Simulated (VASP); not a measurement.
A run of VASP 6.6.1 is set up as follows.

INCAR

```
SYSTEM = AlRu
ALGO     = Normal         ! electronic algorithm
EDIFF    = 1E-6           ! SCF threshold, eV
ENCUT    = 500            ! plane-wave cutoff, eV
GGA      = PE             ! functional
GGA_COMPAT= .FALSE.      
ISIF     = 2              ! what is computed and relaxed
ISMEAR   = 0              ! smearing method
ISPIN    = 2              ! spin polarisation
LASPH    = .TRUE.         ! aspherical terms in the spheres
LCHARG   = .TRUE.         ! write CHGCAR
LELF     = .TRUE.         ! ELF
LMAXMIX  = 4              ! l up to which the mixer works
LORBIT   = 11             ! projections on sites
LREAL    = .FALSE.        ! projectors in reciprocal space
LVHAR    = .TRUE.       
LWAVE    = .FALSE.        ! write WAVECAR
MAGMOM   = 0 1            ! initial moments
NBANDS   = 20             ! bands
NELM     = 200            ! most SCF steps
PREC     = Accurate       ! precision mode
SIGMA    = 0.1            ! smearing width, eV
```

KPOINTS

```
k-points
0
G
  3 3 3
  0 0 0
```

POSCAR

```
AlRu
1.0
    2.9824954400      0.0000000000      0.0000000000
    0.0000000000      2.9824954400      0.0000000000
    0.0000000000      0.0000000000      2.9824954400
Al Ru
1 1
Direct
    0.0000000000      0.0000000000      0.0000000000
    0.5000000000      0.5000000000      0.5000000000
```

Potentials or basis: VASP PAW PBE potentials, release 64 (Al, Ru_pv).

Command:

```sh
$ cat potpaw_PBE.64/Al/POTCAR potpaw_PBE.64/Ru_pv/POTCAR > POTCAR
$ mpirun -np 1 vasp_std > vasp.out
```

**Question.** What does it give for the pressure?

**Answer.** 6.2 GPa.

**Question.** What does it give for the net moment?

**Answer.** 0.00 μB per cell.

Caveat: the k points lie up to 0.70 Å⁻¹ apart.
